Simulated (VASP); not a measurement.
# Sb (R-3m) in VASP: notebook, part 4 of 4

VASP 6.6.1.

### Step 5. Electric field gradients, PBEsol (zz strain of -2 %)

File INCAR:

```
SYSTEM = Sb
  PREC = Accurate
  ENCUT = 400
  EDIFF = 1E-8
  ISMEAR = -1
  SIGMA = 0.05
  LREAL = .FALSE.
  LASPH = .TRUE.
  NELM = 120
  ALGO = Normal
  ISIF = 2
  LWAVE = .FALSE.
  LCHARG = .FALSE.
  GGA = PS
  LEFG = .TRUE.
  NBANDS = 12
  GGA_COMPAT = .FALSE.
```

File KPOINTS:

```
Automatic mesh
0
G
  9 9 9
  0 0 0
```

File POSCAR:

```
Sb
1.0
    2.1506003320      1.2416496806      3.6691200000
   -2.1506003320      1.2416496806      3.6691200000
    0.0000000000     -2.4832993611      3.6691200000
Sb
2
Direct
    0.2336400000      0.2336400000      0.2336400000
    0.7663600000      0.7663600000      0.7663600000
```

Potentials or basis: VASP PAW PBE potentials, release 64 (Sb).

Run with:

```console
> cat potpaw_PBE.64/Sb/POTCAR > POTCAR
> mpirun -np 1 vasp_std > vasp.out
```

OUTCAR:

```text
SYSTEM = Sb
   PREC = Accurate
   ENCUT = 400
   EDIFF = 1E-8
   ISMEAR = -1
   LREAL = .FALSE.
   LASPH = .TRUE.
   NELM = 120
   ISIF = 2
   GGA = PS

 ion  position               nearest neighbor table
   1  0.234  0.234  0.234-   2 2.89   2 2.89   2 2.89   2 3.31   2 3.31   2 3.31
   2  0.766  0.766  0.766-   1 2.89   1 2.89   1 2.89   1 3.31   1 3.31   1 3.31

  LATTYP: Found a trigonal (rhomboedric) cell.
 ALAT       =     4.4304872522
 COS(alpha) =     0.5287553529

  Lattice vectors:

 A1 = (   2.1506003320,   1.2416496806,   3.6691200000)
 A2 = (  -2.1506003320,   1.2416496806,   3.6691200000)
 A3 = (   0.0000000000,  -2.4832993611,   3.6691200000)

Analysis of symmetry for initial positions (statically):
=====================================================================
 Subroutine PRICEL returns:
 Original cell was already a primitive cell.

 Routine SETGRP: Setting up the symmetry group for a
 trigonal (rhombohedral) supercell.

 Subroutine GETGRP returns: Found 12 space group operations
 (whereof 12 operations were pure point group operations)
 out of a pool of 12 trial point group operations.

The static configuration has the point symmetry D_3d.

Analysis of symmetry for dynamics (positions and initial velocities):
=====================================================================
 Subroutine PRICEL returns:
 Original cell was already a primitive cell.

 Routine SETGRP: Setting up the symmetry group for a
 trigonal (rhombohedral) supercell.

 Subroutine GETGRP returns: Found 12 space group operations
 (whereof 12 operations were pure point group operations)
 out of a pool of 12 trial point group operations.

The dynamic configuration has the point symmetry D_3d.

 Subroutine INISYM returns: Found 12 space group operations
 (whereof 12 operations are pure point group operations),
 and found     1 'primitive' translations

----------------------------------------------------------------------------------------

                                     Primitive cell

  volume of cell :      58.7857

  direct lattice vectors                    reciprocal lattice vectors
     2.150600332  1.241649681  3.669120000     0.232493222  0.134230024  0.090848305
    -2.150600332  1.241649681  3.669120000    -0.232493222  0.134230024  0.090848305
     0.000000000 -2.483299361  3.669120000     0.000000000 -0.268460048  0.090848305

  length of vectors
     4.430487252  4.430487252  4.430487252     0.283415264  0.283415264  0.283415264

  position of ions in fractional coordinates (direct lattice)
     0.233640000  0.233640000  0.233640000
     0.766360000  0.766360000  0.766360000

  ion indices of the primitive-cell ions
   primitive index   ion index
                 1           1
                 2           2

----------------------------------------------------------------------------------------

 KPOINTS: Automatic mesh

Automatic generation of k-mesh.
[... 77 lines left out ...]
   NELECT =      10.0000    total number of electrons
   NUPDOWN=      -1.0000    fix difference up-down
   EMIN   =  10.00;   EMAX   =-10.00  energy-range for DOS
   EFERMI =   0.00;   METHOD = LEGACY
   ISMEAR =    -1;   SIGMA  =   0.05  broadening in eV -4-tet -1-fermi 0-gaus
   EFERMI_NEDOS =   21; number of points for ismear=-14 and -15
   IALGO  =     38    algorithm
   IMIX   =      4    mixing-type and parameters
     AMIX     =   0.40;   BMIX     =  1.00
     AMIX_MAG =   1.60;   BMIX_MAG =  1.00
  volume/ion in A,a.u.               =      29.39       198.35
  Fermi-wavevector in a.u.,A,eV,Ry     =   0.907091  1.714153 11.195065  0.822814
  Thomas-Fermi vector in A             =   2.030857
   LORBIT       =      0    0 simple, 1 ext, 2 COOP (PROOUT), +10 PAW based schemes
   GGA     = PS    functional components
   LHFCALC =     F    Hartree Fock is set to
   AEXX    =    0.0000 exact exchange contribution
   IVDW    =     0    specifies the selected vdW correction
   LEPSILON=     F    determine dielectric tensor
   LRPA    =     F    only Hartree local field effects (RPA)
 non-spin polarized calculation
  energy-cutoff  :      400.00
  volume of cell :       58.79
 maximum number of plane-waves:      1078
 NGX is ok and might be reduce to    30
   NGX = 15   NGY = 15   NGZ = 15

 number of electron      10.0000001 magnetization

 Free energy of the ion-electron system (eV)
  ---------------------------------------------------
  ext. energy  EPLUGINS =         0.00000000
  ---------------------------------------------------
  free energy    TOTEN  =        -9.10946606 eV

  energy without entropy =       -9.10750503  energy(sigma->0) =       -9.10848555

 E-fermi :   7.4507     XC(G=0):  -9.7823

 val. band max:        7.4211066567   @ k =   0.3333   0.1111   0.1111
 cond. band min:       7.4640313603   @ k =   0.4444   0.0000   0.0000
 fundamental gap:      0.0429247036
 Fermi energy:         7.4507096766

 k-point     1 :       0.0000    0.0000    0.0000
  band No.  band energies     occupation
      1      -5.4645      2.00000
      2       2.8423      2.00000
      3       5.5137      2.00000
      4       5.5551      2.00000
      5       5.5551      2.00000
      6       9.5745      0.00000
      7      10.2324      0.00000
      8      10.2324      0.00000
      9      12.4273      0.00000
     10      12.4273      0.00000
     11      12.7259      0.00000
     12      13.8658      0.00000
[... 331 lines left out ...]
 k-point    24 :       0.4444    0.4444    0.0000
  band No.  band energies     occupation
      1      -3.1576      2.00000
      2      -0.4459      2.00000
      3       2.0406      2.00000
      4       3.6564      2.00000
      5       3.7200      2.00000
      6       8.8888      0.00000
      7      12.5237      0.00000
      8      13.0050      0.00000
      9      14.2418      0.00000
     10      16.1364      0.00000
     11      17.1744      0.00000
     12      18.3892      0.00000

 [... further k-points ...]
[... 5 lines left out ...]
  --------------------------------------------------------------------------------------
  -------------------------------------------------------------------------------------
  Total        0.6297777      0.6297777      0.6363367     -0.0000000      0.0000000      0.0000000
  in kB       17.1642925     17.1642925     17.3430542     -0.0000000      0.0000000      0.0000000
  external PRESSURE =      17.2238797 kB  Pullay stress =       0.0000000 kB

 VOLUME and BASIS-vectors are now :
 -----------------------------------------------------------------------------
  energy-cutoff  :      400.00
  volume of cell :       58.79
      direct lattice vectors                 reciprocal lattice vectors
     2.150600332  1.241649681  3.669120000     0.232493222  0.134230024  0.090848305
    -2.150600332  1.241649681  3.669120000    -0.232493222  0.134230024  0.090848305
     0.000000000 -2.483299361  3.669120000     0.000000000 -0.268460048  0.090848305

 POSITION                                       TOTAL-FORCE (eV/Angst)
 -----------------------------------------------------------------------------------
      0.00000      0.00000      2.57176         0.000000      0.000000      0.329713
      0.00000      0.00000      8.43560         0.000000     -0.000000     -0.329713
 -----------------------------------------------------------------------------------
    total drift:                                0.000000     -0.000000      0.000000

  FREE ENERGIE OF THE ION-ELECTRON SYSTEM (eV)
  ---------------------------------------------------
  free  energy   TOTEN  =        -9.1094660635 eV

  energy  without entropy=       -9.1075050293  energy(sigma->0) =       -9.10848555

 Electric field gradients (V/A^2)
---------------------------------------------------------------------
 ion       V_xx      V_yy      V_zz      V_xy      V_xz      V_yz
---------------------------------------------------------------------
   1      24.736    24.736   -49.473     0.000    -0.000    -0.000
   2      24.736    24.736   -49.473     0.000    -0.000    -0.000
---------------------------------------------------------------------

 Electric field gradients after diagonalization (V/A^2)
 (convention: |V_zz| > |V_xx| > |V_yy|)
----------------------------------------------------------------------
 ion       V_xx      V_yy      V_zz     asymmetry (V_yy - V_xx)/ V_zz
----------------------------------------------------------------------
   1      24.736    24.736   -49.473       0.000
   2      24.736    24.736   -49.473       0.000
----------------------------------------------------------------------

           NMR quadrupolar parameters

 Cq : quadrupolar parameter    Cq=e*Q*V_zz/h
 eta: asymmetry parameters     (V_yy - V_xx)/ V_zz
 Q  : nuclear electric quadrupole moment in mb (millibarn)
----------------------------------------------------------------------
 ion       Cq(MHz)       eta       Q (mb)
----------------------------------------------------------------------
   1      -0.120       0.000       1.000
   2      -0.120       0.000       1.000
----------------------------------------------------------------------
```

OSZICAR:

```text
N       E                     dE             d eps       ncg     rms          rms(c)
DAV:   1     0.275873589463E+02    0.27587E+02   -0.31304E+03  2040   0.534E+02
DAV:   2    -0.755846629618E+01   -0.35146E+02   -0.33713E+02  2744   0.980E+01
DAV:   3    -0.911477945584E+01   -0.15563E+01   -0.15441E+01  2448   0.226E+01
DAV:   4    -0.912740100982E+01   -0.12622E-01   -0.12620E-01  2376   0.250E+00
DAV:   5    -0.912755470873E+01   -0.15370E-03   -0.15370E-03  2492   0.294E-01    0.303E+00
DAV:   6    -0.911615908019E+01    0.11396E-01   -0.27994E-03  2380   0.283E-01    0.183E+00
DAV:   7    -0.910943334786E+01    0.67257E-02   -0.66605E-03  2336   0.435E-01    0.526E-02
DAV:   8    -0.910945820557E+01   -0.24858E-04   -0.19468E-04  2460   0.888E-02    0.181E-02
DAV:   9    -0.910946653992E+01   -0.83344E-05   -0.17836E-05  2480   0.242E-02    0.769E-03
DAV:  10    -0.910946594516E+01    0.59476E-06   -0.17980E-06  2416   0.717E-03    0.103E-03
DAV:  11    -0.910946603034E+01   -0.85178E-07   -0.18872E-07  2484   0.256E-03    0.513E-04
DAV:  12    -0.910946604686E+01   -0.16520E-07   -0.15237E-08  2080   0.640E-04    0.121E-04
DAV:  13    -0.910946606484E+01   -0.17982E-07   -0.16932E-09  1300   0.254E-04    0.564E-05
DAV:  14    -0.910946606346E+01    0.13774E-08   -0.22322E-10  1264   0.103E-04
   1 F= -.91094661E+01 E0= -.91084855E+01  d E =-.196103E-02
```

stdout:

```text
POSCAR found type information on POSCAR Sb
 POSCAR found :  1 types and       2 ions
 scaLAPACK will be used
 -----------------------------------------------------------------------------
|                                                                             |
|                                                                             |
|     You enforced a specific xc type in the INCAR file but a different       |
|     I HOPE YOU KNOW WHAT YOU ARE DOING!                                     |
|                                                                             |
 -----------------------------------------------------------------------------

 LDA part: xc-table for (Slater+PW92), standard interpolation
 POSCAR, INCAR and KPOINTS ok, starting setup
 FFT: planning ... GRIDC
 FFT: planning ... GRID_SOFT
 FFT: planning ... GRID
 WAVECAR not read
 entering main loop
ion   1

ion   2
```

Wall time 22 s (1 thread of Intel Xeon 6975P-C (Granite Rapids), shared host); peak memory 0.18 GiB.

Results:

```yaml
Free_energy: -9.1095 eV
Pressure: 1.7 GPa
Largest_force: 0.330 eV/Å
Band_gap_on_the_k_mesh: 0.04 eV, indirect (least direct gap 0.46 eV)
```

Forces on the atoms (eV/Å):
```
Sb   0.000  0.000  0.330
Sb   0.000  0.000 -0.330
```

Electric field gradients, principal values (V/Å²):
| atom | least | middle | greatest (by size) |
| --- | --- | --- | --- |
| 1 Sb | 24.736 | 24.736 | -49.473 |
| 2 Sb | 24.736 | 24.736 | -49.473 |

Caveat: the cell differs from its parent crystal (zz strain of -2 %); without QUAD_EFG the Cq values of the log hold for a quadrupole moment of 1 mb, not for the nuclei; the PAW data sets were made with another functional, which shifts forces and pressure a little; spin-orbit coupling is left out, which moves the levels of the heavy elements.

### Step 6. Electric field gradients, PBEsol (zz strain of +3 %)

File INCAR:

```
ALGO = Normal
EDIFF = 1E-8
ENCUT = 400
GGA = PS
GGA_COMPAT = F
ISIF = 2
ISMEAR = -1
LASPH = T
LCHARG = F
LEFG = T
LREAL = F
LWAVE = F
NBANDS = 12
NELM = 120
PREC = Accurate
SIGMA = 0.05
```

File KPOINTS:

```
k-points
0
Gamma
  9 9 9
```

File POSCAR:

```
Sb
1.0
    2.1506003320      1.2416496806      3.8563200000
   -2.1506003320      1.2416496806      3.8563200000
    0.0000000000     -2.4832993611      3.8563200000
Sb
2
Direct
    0.2336400000      0.2336400000      0.2336400000
    0.7663600000      0.7663600000      0.7663600000
```

Potentials or basis: VASP PAW PBE potentials, release 64 (Sb).

Run with:

```console
> cat potpaw_PBE.64/Sb/POTCAR > POTCAR
> mpirun -np 1 vasp_std > vasp.out
```

OUTCAR:

```text
EDIFF = 1E-8
   ENCUT = 400
   GGA = PS
   ISIF = 2
   ISMEAR = -1
   LASPH = T
   LREAL = F
   NELM = 120
   PREC = Accurate

 ion  position               nearest neighbor table
   1  0.234  0.234  0.234-   2 2.93   2 2.93   2 2.93   2 3.39   2 3.39   2 3.39
   2  0.766  0.766  0.766-   1 2.93   1 2.93   1 2.93   1 3.39   1 3.39   1 3.39

  LATTYP: Found a trigonal (rhomboedric) cell.
 ALAT       =     4.5867177436
 COS(alpha) =     0.5603112216

  Lattice vectors:

 A1 = (   2.1506003320,   1.2416496806,   3.8563200000)
 A2 = (  -2.1506003320,   1.2416496806,   3.8563200000)
 A3 = (   0.0000000000,  -2.4832993611,   3.8563200000)

Analysis of symmetry for initial positions (statically):
=====================================================================
 Subroutine PRICEL returns:
 Original cell was already a primitive cell.

 Routine SETGRP: Setting up the symmetry group for a
 trigonal (rhombohedral) supercell.

[... 548 lines left out ...]
  volume of cell :       61.79
      direct lattice vectors                 reciprocal lattice vectors
     2.150600332  1.241649681  3.856320000     0.232493222  0.134230024  0.086438193
    -2.150600332  1.241649681  3.856320000    -0.232493222  0.134230024  0.086438193
     0.000000000 -2.483299361  3.856320000     0.000000000 -0.268460048  0.086438193

 POSITION                                       TOTAL-FORCE (eV/Angst)
 -----------------------------------------------------------------------------------
      0.00000      0.00000      2.70297         0.000000      0.000000      0.000939
      0.00000      0.00000      8.86599         0.000000     -0.000000     -0.000939
 -----------------------------------------------------------------------------------
    total drift:                                0.000000     -0.000000      0.000000

  FREE ENERGIE OF THE ION-ELECTRON SYSTEM (eV)
  ---------------------------------------------------
  free  energy   TOTEN  =        -9.1076656128 eV

  energy  without entropy=       -9.1053677886  energy(sigma->0) =       -9.10651670

 Electric field gradients (V/A^2)
---------------------------------------------------------------------
 ion       V_xx      V_yy      V_zz      V_xy      V_xz      V_yz
---------------------------------------------------------------------
   1      16.547    16.547   -33.093    -0.000    -0.000    -0.000
   2      16.547    16.547   -33.093    -0.000     0.000    -0.000
---------------------------------------------------------------------

 Electric field gradients after diagonalization (V/A^2)
 (convention: |V_zz| > |V_xx| > |V_yy|)
----------------------------------------------------------------------
 ion       V_xx      V_yy      V_zz     asymmetry (V_yy - V_xx)/ V_zz
----------------------------------------------------------------------
   1      16.547    16.547   -33.093       0.000
   2      16.547    16.547   -33.093       0.000
----------------------------------------------------------------------

           NMR quadrupolar parameters

 Cq : quadrupolar parameter    Cq=e*Q*V_zz/h
 eta: asymmetry parameters     (V_yy - V_xx)/ V_zz
 Q  : nuclear electric quadrupole moment in mb (millibarn)
----------------------------------------------------------------------
 ion       Cq(MHz)       eta       Q (mb)
----------------------------------------------------------------------
   1      -0.080       0.000       1.000
   2      -0.080       0.000       1.000
----------------------------------------------------------------------
```

OSZICAR:

```text
N       E                     dE             d eps       ncg     rms          rms(c)
DAV:   1     0.284870723823E+02    0.28487E+02   -0.30894E+03  2040   0.532E+02
DAV:   2    -0.752475679411E+01   -0.36012E+02   -0.34636E+02  2716   0.968E+01
DAV:   3    -0.911054127111E+01   -0.15858E+01   -0.15783E+01  2500   0.227E+01
DAV:   4    -0.912339238207E+01   -0.12851E-01   -0.12850E-01  2356   0.255E+00
DAV:   5    -0.912356080952E+01   -0.16843E-03   -0.16843E-03  2496   0.306E-01    0.281E+00
DAV:   6    -0.911375603227E+01    0.98048E-02   -0.22154E-03  2412   0.266E-01    0.168E+00
DAV:   7    -0.910761015007E+01    0.61459E-02   -0.56496E-03  2364   0.417E-01    0.560E-02
DAV:   8    -0.910765785085E+01   -0.47701E-04   -0.12859E-04  2500   0.750E-02    0.153E-02
DAV:   9    -0.910766582475E+01   -0.79739E-05   -0.10342E-05  2472   0.193E-02    0.480E-03
DAV:  10    -0.910766538105E+01    0.44370E-06   -0.73227E-07  2432   0.485E-03    0.159E-03
DAV:  11    -0.910766557850E+01   -0.19744E-06   -0.16413E-07  2420   0.210E-03    0.449E-04
DAV:  12    -0.910766558937E+01   -0.10878E-07   -0.16533E-08  2040   0.711E-04    0.190E-04
DAV:  13    -0.910766561077E+01   -0.21395E-07   -0.14741E-09  1332   0.257E-04    0.559E-05
DAV:  14    -0.910766561283E+01   -0.20611E-08   -0.15601E-10  1268   0.924E-05
   1 F= -.91076656E+01 E0= -.91065167E+01  d E =-.229782E-02
```

Wall time 20 s (1 thread of Intel Xeon 6975P-C (Granite Rapids), shared host); peak memory 0.18 GiB.

Results:

```yaml
Free_energy: -9.1077 eV
Pressure: -0.9 GPa
Band_gap_on_the_k_mesh: 0.06 eV, indirect (least direct gap 0.52 eV)
```

Stress tensor (GPa, compression positive):
```
-0.44  0.00  0.00
 0.00 -0.44  0.00
 0.00  0.00 -1.80
```

Levels at points of the mesh, in eV from the valence-band top:
```csv
k point,band 3,band 4,band 5,band 6,band 7,band 8
"(0.00, 0.00, 0.00)",-2.17,-1.61,-1.61,2.08,2.67,2.67
```

Electric field gradients, principal values (V/Å²):
```csv
atom,least,middle,greatest (by size)
1 Sb,16.547,16.547,-33.093
2 Sb,16.547,16.547,-33.093
```

Caveat: the cell differs from its parent crystal (zz strain of +3 %); without QUAD_EFG the Cq values of the log hold for a quadrupole moment of 1 mb, not for the nuclei; the PAW data sets were made with another functional, which shifts forces and pressure a little; spin-orbit coupling is left out, which moves the levels of the heavy elements. A k mesh can miss the band edges.

### Step 7. Overview

```csv
cell,gap on the mesh (eV),pressure (GPa),largest force (eV/Å)
"a = 4.522 Å, angles 57.2°, 2 atoms",0.11,-0.6,0.10
"a = 4.581 Å, angles 57.2°, 2 atoms",0.17,-2.5,0.09
"a = 4.400 Å, angles 58.5°, 2 atoms",0.03,2.3,0.39
"a = 4.430 Å, angles 58.1°, 2 atoms",0.04,1.7,0.33
"a = 4.587 Å, angles 55.9°, 2 atoms",0.06,-0.9,-
```

Alike in all rows: task electric field gradients; level PBEsol; potentials or basis VASP PAW PBE potentials, release 64 (Sb); no spin polarisation; k mesh 9 × 9 × 9; cutoff (eV) 400; smearing fermi-dirac 0.05 eV.

Caveats: the PAW data sets were made with another functional, which shifts forces and pressure a little; spin-orbit coupling is left out, which moves the levels of the heavy elements.

Total energies depend on the potentials used, so only differences within one code and one set of settings carry meaning.
